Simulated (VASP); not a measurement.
# C (P6_3/mmc) in VASP: single point with PBE

Aim: the single point of C with PBE.

All numbers are computed with VASP 6.6.1; they aren't measurements. Logs are shortened: lines on timing, memory, paths and dates and some standing lists are left out, and cuts for length are marked.

## Step 1: The cell of the first run

The structure is hexagonal, space group P6_3/mmc (No. 194). Conventional cell: a = 2.518 Å, b = 2.518 Å, c = 8.305 Å, α = 90.00°, β = 90.00°, γ = 120.00°. Within 2.1 Å of C (site symmetry 3m) lie 4 C at 1.54 Å. Within 2.1 Å of C (site symmetry 3m) lie 4 C at 1.54 to 1.57 Å.

## Step 2: Single point, PBE

Input file INCAR:

```
SYSTEM = C
PREC = Accurate
ENCUT = 520
EDIFF = 1E-7
ISMEAR = 0
SIGMA = 0.05
LREAL = Auto
LASPH = .TRUE.
NELM = 80
ALGO = Normal
ISIF = 2
LWAVE = .FALSE.
LCHARG = .TRUE.
GGA = PE
LELF = .TRUE.
LVHAR = .TRUE.
NBANDS = 46
```

Input file KPOINTS:

```
Automatic mesh
0
G
  8 8 8
  0 0 0
```

Input file POSCAR:

```
C
1.0
   -2.5180821145      0.0000023998      0.0000011095
   -0.0000046186      4.3613341196      0.0000008690
    1.2590485185     -2.1806698875     -8.3045962111
C
16
Direct
    0.4535146622      0.4535133486      0.9070304247
    0.9535141527      0.9535132941      0.9070303167
    0.7035137405      0.7035158504      0.4070298767
    0.2035129228      0.2035163323      0.4070305505
    0.2964864884      0.2964837073      0.5929698210
    0.7964868913      0.7964836051      0.5929693627
    0.5464856498      0.5464868000      0.0929699068
    0.0464852345      0.0464869999      0.0929696893
    0.9222349604      0.2555702916      0.8444721413
    0.4222363999      0.7555702591      0.8444721566
    0.1722352370      0.8389006295      0.3444720599
    0.6722352429      0.3389009497      0.3444719882
    0.8277650472      0.1610997089      0.6555278195
    0.3277650942      0.6610997827      0.6555278893
    0.0777641898      0.7444290285      0.1555279040
    0.5777640863      0.2444294123      0.1555280924
```

Potentials or basis: VASP PAW PBE potentials, release 64 (C).

Command:

```
$ cat potpaw_PBE.64/C/POTCAR > POTCAR
$ mpirun -np 1 vasp_std > vasp.out
```

OUTCAR:

```text
SYSTEM = C
   PREC = Accurate
   ENCUT = 520
   EDIFF = 1E-7
   ISMEAR = 0
   LREAL = Auto
   LASPH = .TRUE.
   NELM = 80
   ISIF = 2
   GGA = PE

 ion  position               nearest neighbor table
   1  0.454  0.454  0.907-  10 1.54   9 1.54   9 1.54   7 1.54
   2  0.954  0.954  0.907-   9 1.54  10 1.54  10 1.54   8 1.54
   3  0.704  0.704  0.407-  12 1.54  11 1.54  11 1.54   6 1.54
   4  0.204  0.204  0.407-  11 1.54  12 1.54  12 1.54   5 1.54
   5  0.296  0.296  0.593-  14 1.54  13 1.54  13 1.54   4 1.54
   6  0.796  0.796  0.593-  13 1.54  14 1.54  14 1.54   3 1.54
[... 8 lines left out ...]
  15  0.078  0.744  0.156-   8 1.54   7 1.54   7 1.54  11 1.57
  16  0.578  0.244  0.156-   7 1.54   8 1.54   8 1.54  12 1.57

  LATTYP: Found a body centered orthorhombic cell.
 ALAT       =     2.5180821145
 B/A-ratio  =     1.7320063133
 C/A-ratio  =     6.5959685540

  Lattice vectors:

 A1 = (  -1.2590485185,   2.1806698875,   8.3045962111)
 A2 = (   1.2590382146,  -2.1806666319,   8.3045942326)
 A3 = (   1.2590438999,   2.1806642321,  -8.3045953421)

Analysis of symmetry for initial positions (statically):
=====================================================================
 Subroutine PRICEL returns following result:

  LATTYP: Found a base centered orthorhombic cell.
 ALAT       =     2.5180836583
 B/A-ratio  =     1.7320052514
 C/A-ratio  =     3.2979829723

  Lattice vectors:

 A1 = (  -1.2590395199,  -2.1806672060,  -0.0000016860)
 A2 = (  -1.2590441385,   2.1806669136,  -0.0000008170)
 A3 = (   0.0000043800,  -0.0000029739,  -8.3045970281)

   2 primitive cells build up your supercell.

 Routine SETGRP: Setting up the symmetry group for a
 body centered orthorhombic supercell.

 Subroutine GETGRP returns: Found  8 space group operations
 (whereof  4 operations were pure point group operations)
 out of a pool of  8 trial point group operations.

The static configuration has the point symmetry C_2h.
 The point group associated with its full space group is D_2h.

Analysis of symmetry for dynamics (positions and initial velocities):
=====================================================================
 Subroutine PRICEL returns following result:

  LATTYP: Found a base centered orthorhombic cell.
 ALAT       =     2.5180836583
 B/A-ratio  =     1.7320052514
 C/A-ratio  =     3.2979829723

  Lattice vectors:

 A1 = (  -1.2590395199,  -2.1806672060,  -0.0000016860)
 A2 = (  -1.2590441385,   2.1806669136,  -0.0000008170)
 A3 = (   0.0000043800,  -0.0000029739,  -8.3045970281)

   2 primitive cells build up your supercell.

 Routine SETGRP: Setting up the symmetry group for a
 body centered orthorhombic supercell.

 Subroutine GETGRP returns: Found  8 space group operations
 (whereof  4 operations were pure point group operations)
 out of a pool of  8 trial point group operations.

The dynamic configuration has the point symmetry C_2h.
 The point group associated with its full space group is D_2h.

 Subroutine INISYM returns: Found  8 space group operations
 (whereof  4 operations are pure point group operations),
 and found     2 'primitive' translations

----------------------------------------------------------------------------------------

                                     Primitive cell

  volume of cell :      45.6014

  direct lattice vectors                    reciprocal lattice vectors
    -1.259039520 -2.180667206 -0.000001686    -0.397127367 -0.229288059 -0.000000127
    -1.259044138  2.180666914 -0.000000817    -0.397127420  0.229287218 -0.000000292
     0.000004380 -0.000002974 -8.304597028     0.000000120  0.000000024 -0.120415235

  length of vectors
     2.518032958  2.518035014  8.304597028     0.458566418  0.458566043  0.120415235

  position of ions in fractional coordinates (direct lattice)
     0.000000756  0.999997588  0.907030227
     0.999996340  0.999998705  0.407030462
     0.000002416  0.000000376  0.592969692
     0.999998177  0.000002545  0.092969669
     0.666665621  0.333334504  0.844471973
     0.333333466  0.666664207  0.344471696
     0.666664908  0.333336989  0.655527747
     0.333333963  0.666665409  0.155527841

  ion indices of the primitive-cell ions
   primitive index   ion index
                 1           1
                 2           4
                 3           5
                 4           7
                 5          10
                 6          12
                 7          14
                 8          16

----------------------------------------------------------------------------------------

 KPOINTS: Automatic mesh

Automatic generation of k-mesh.
 Grid dimensions read from file:
 generate k-points for:    8    8    8

 Generating k-lattice:

  Cartesian coordinates                     Fractional coordinates (reciprocal lattice)
    -0.049640958 -0.000000051 -0.007525985     0.125000000 -0.000000000  0.000000000
     0.000000024  0.028660956 -0.007525959     0.000000000  0.125000000 -0.000000000
    -0.000000007  0.000000003 -0.015051908     0.000000000 -0.000000000  0.125000000

  Length of vectors
     0.050208218  0.029632592  0.015051908

  Shift w.r.t. Gamma in fractional coordinates (k-lattice)
     0.000000000  0.000000000  0.000000000

 Subroutine IBZKPT returns following result:
 ===========================================

 Found     95 irreducible k-points:

 Following reciprocal coordinates:
            Coordinates               Weight
  0.000000  0.000000  0.000000      1.000000
  0.125000 -0.000000  0.000000      4.000000
  0.250000 -0.000000  0.000000      4.000000
  0.375000 -0.000000  0.000000      4.000000
  0.500000 -0.000000  0.000000      2.000000
  0.000000  0.125000  0.000000      4.000000
[... 16 lines left out ...]
  0.125000  0.375000  0.000000      8.000000
  0.250000  0.375000  0.000000      8.000000
 [... further k-points ...]
   k-points           NKPTS =     95   k-points in BZ     NKDIM =     95   number of bands    NBANDS=     46
   number of dos      NEDOS =    301   number of ions     NIONS =     16
   total plane-waves  NPLWV =  44800
   dimension x,y,z NGX =    20 NGY =   32 NGZ =   70
   dimension x,y,z NGXF=    40 NGYF=   64 NGZF=  140
   ions per type =              16
   NGX,Y,Z   is equivalent  to a cutoff of  13.20, 12.20, 13.41 a.u.
   NGXF,Y,Z  is equivalent  to a cutoff of  26.41, 24.40, 26.82 a.u.
 SYSTEM =  C
   PREC   = accura    normal or accurate (medium, high low for compatibility)
   ISTART =      0    job   : 0-new  1-cont  2-samecut
   ICHARG =      2    charge: 1-file 2-atom 10-const
   ISPIN  =      1    spin polarized calculation?
   LNONCOLLINEAR =      F non collinear calculations
   LSORBIT =      F    spin-orbit coupling
   LASPH  =      T    aspherical Exc in radial PAW
   ENCUT  =  520.0 eV  38.22 Ry    6.18 a.u.   4.68  8.11 16.14*2*pi/ulx,y,z
   NELM   =     80;   NELMIN=  2; NELMDL= -5     # of ELM steps
   EDIFF  = 0.1E-06   stopping-criterion for ELM
   LREAL  =      T    real-space projection
   EDIFFG = 0.1E-05   stopping-criterion for IOM
   NSW    =      0    number of steps for IOM
   IBRION =     -1    ionic relax: 0-MD 1-quasi-New 2-CG
   NFREE  =      0    steps in history (QN), initial steepest desc. (CG)
   ISIF   =      2    stress and relaxation
   ISYM   =      2    0-nonsym 1-usesym 2-fastsym
   POTIM  = 0.5000    time-step for ionic-motion
   TEBEG  =    0.0;   TEEND  =   0.0 temperature during run
   PSTRESS=    0.0 pullay stress
   NELECT =      64.0000    total number of electrons
   NUPDOWN=      -1.0000    fix difference up-down
   EMIN   =  10.00;   EMAX   =-10.00  energy-range for DOS
   EFERMI =   0.00;   METHOD = LEGACY
   ISMEAR =     0;   SIGMA  =   0.05  broadening in eV -4-tet -1-fermi 0-gaus
   EFERMI_NEDOS =   21; number of points for ismear=-14 and -15
   IALGO  =     38    algorithm
   IMIX   =      4    mixing-type and parameters
     AMIX     =   0.40;   BMIX     =  1.00
     AMIX_MAG =   1.60;   BMIX_MAG =  1.00
  volume/ion in A,a.u.               =       5.70        38.47
  Fermi-wavevector in a.u.,A,eV,Ry     =   1.454785  2.749146 28.795375  2.116400
  Thomas-Fermi vector in A             =   2.571896
   LORBIT       =      0    0 simple, 1 ext, 2 COOP (PROOUT), +10 PAW based schemes
   GGA     = PE    functional components
   LHFCALC =     F    Hartree Fock is set to
   AEXX    =    0.0000 exact exchange contribution
   IVDW    =     0    specifies the selected vdW correction
   LEPSILON=     F    determine dielectric tensor
   LRPA    =     F    only Hartree local field effects (RPA)
 non-spin polarized calculation
 Gauss-broadening in eV      SIGMA  =   0.05
  energy-cutoff  :      520.00
  volume of cell :       91.20
 maximum number of plane-waves:      2478
   NGX =  9   NGY = 17   NGZ = 33

 number of electron      64.0000000 magnetization

 Free energy of the ion-electron system (eV)
  ---------------------------------------------------
  ext. energy  EPLUGINS =         0.00000000
  ---------------------------------------------------
  free energy    TOTEN  =      -145.34510687 eV

  energy without entropy =     -145.34510687  energy(sigma->0) =     -145.34510687

 E-fermi :  10.0018     XC(G=0): -13.2240

 val. band max:        9.7875411588   @ k =   0.0000   0.0000   0.0000
 cond. band min:      14.3376704344   @ k =  -0.0000   0.1250   0.3750
 fundamental gap:      4.5501292757
 Fermi energy:        10.0018174981

 k-point     1 :       0.0000    0.0000    0.0000
  band No.  band energies     occupation
      1     -11.7664      2.00000
      2     -10.1294      2.00000
      3     -10.0255      2.00000
      4      -6.1230      2.00000
      5      -6.0902      2.00000
      6      -6.0900      2.00000
[... 36 lines left out ...]
     43      17.3413      0.00000
     44      17.3750      0.00000

 k-point     2 :       0.1250   -0.0000    0.0000
  band No.  band energies     occupation
      1     -11.4709      2.00000
      2     -10.0015      2.00000
      3      -9.5736      2.00000
      4      -5.9261      2.00000
      5      -5.8946      2.00000
      6      -5.7618      2.00000
[... 36 lines left out ...]
     43      18.1827      0.00000
     44      18.2041      0.00000

 k-point     3 :       0.2500   -0.0000    0.0000
  band No.  band energies     occupation
      1     -10.5904      2.00000
      2      -9.3386      2.00000
      3      -8.5117      2.00000
      4      -5.3148      2.00000
      5      -5.1857      2.00000
      6      -4.9331      2.00000
[... 36 lines left out ...]
     43      19.2305      0.00000
     44      19.6414      0.00000

 k-point     4 :       0.3750   -0.0000    0.0000
  band No.  band energies     occupation
      1      -9.1476      2.00000
      2      -8.1217      2.00000
      3      -6.9168      2.00000
      4      -5.0368      2.00000
      5      -4.5703      2.00000
      6      -4.2729      2.00000
[... 882 lines left out ...]
     43      18.2578      0.00000
     44      18.6423      0.00000

 k-point    23 :       0.1250    0.3750    0.0000
  band No.  band energies     occupation
      1     -10.5114      2.00000
      2      -9.6744      2.00000
      3      -9.0099      2.00000
      4      -8.1895      2.00000
      5      -8.0332      2.00000
      6      -6.5913      2.00000
[... 36 lines left out ...]
     43      18.1671      0.00000
     44      18.7436      0.00000

 k-point    24 :       0.2500    0.3750    0.0000
  band No.  band energies     occupation
      1      -9.6033      2.00000
      2      -8.9816      2.00000
      3      -8.2303      2.00000
      4      -7.2217      2.00000
      5      -6.9635      2.00000
      6      -6.0447      2.00000
[... 36 lines left out ...]
     43      18.8878      0.00000
     44      19.0242      0.00000

 [... further k-points ...]

 [bands above 44 left out]

------------------------ aborting loop because EDIFF is reached ----------------------------------------

  FORCE on cell =-STRESS in cart. coord.  units (eV):
  Direction    XX          YY          ZZ          XY          YZ          ZX
  --------------------------------------------------------------------------------------
  -------------------------------------------------------------------------------------
  Total        0.4096380      0.3758580      0.3570318     -0.0000008      0.0000001     -0.0000004
  in kB        7.1961977      6.6027767      6.2720531     -0.0000139      0.0000025     -0.0000071
  external PRESSURE =       6.6903425 kB  Pullay stress =       0.0000000 kB

 VOLUME and BASIS-vectors are now :
 -----------------------------------------------------------------------------
  energy-cutoff  :      520.00
  volume of cell :       91.20
      direct lattice vectors                 reciprocal lattice vectors
    -2.518082114  0.000002400  0.000001109    -0.397127664 -0.000000409 -0.060207877
    -0.000004619  4.361334120  0.000000869     0.000000192  0.229287650 -0.060207675
     1.259048518 -2.180669888 -8.304596211    -0.000000053  0.000000024 -0.120415261

 POSITION                                       TOTAL-FORCE (eV/Angst)
 -----------------------------------------------------------------------------------
      0.00001     -0.00001     -7.53252        -0.000000     -0.000475      0.003552
     -1.25904      2.18066     -7.53252        -0.000000     -0.000475      0.003552
     -1.25904      2.18067     -3.38022        -0.000000      0.000475      0.003552
      0.00001      0.00000     -3.38022        -0.000000      0.000475      0.003552
     -0.00000     -0.00001     -4.92437         0.000000     -0.000475     -0.003552
     -1.25905      2.18066     -4.92437         0.000000     -0.000475     -0.003552
[... 8 lines left out ...]
     -0.00000      2.90755     -1.29160         0.000000     -0.003914      0.000131
     -1.25904      0.72688     -1.29160         0.000000     -0.003914      0.000131
 -----------------------------------------------------------------------------------
    total drift:                                0.014356     -0.000322     -0.009059

  FREE ENERGIE OF THE ION-ELECTRON SYSTEM (eV)
  ---------------------------------------------------
  free  energy   TOTEN  =      -145.3451068710 eV

  energy  without entropy=     -145.3451068710  energy(sigma->0) =     -145.34510687
```

It took 14 min on 1 thread of Oxide Virtual Turin-like, shared host; peak memory 0.31 GiB.

Results:

```yaml
Free_energy: -145.3451 eV
Pressure: 0.7 GPa
Largest_force: 0.004 eV/Å
Band_gap_on_the_k_mesh: 4.55 eV
```

Forces on the atoms (eV/Å):
```
C    0.000  0.000  0.004
C    0.000  0.000  0.004
C    0.000  0.000  0.004
C    0.000  0.000  0.004
C    0.000  0.000 -0.004
C    0.000  0.000 -0.004
C    0.000  0.000 -0.004
C    0.000  0.000 -0.004
C    0.000  0.004  0.000
C    0.000  0.004  0.000
C    0.000 -0.004  0.000
C    0.000 -0.004  0.000
C    0.000  0.004  0.000
C    0.000  0.004  0.000
C    0.000 -0.004  0.000
C    0.000 -0.004  0.000
```

Stress tensor (GPa, compression positive):
```
0.72 0.00 0.00
0.00 0.66 0.00
0.00 0.00 0.63
```
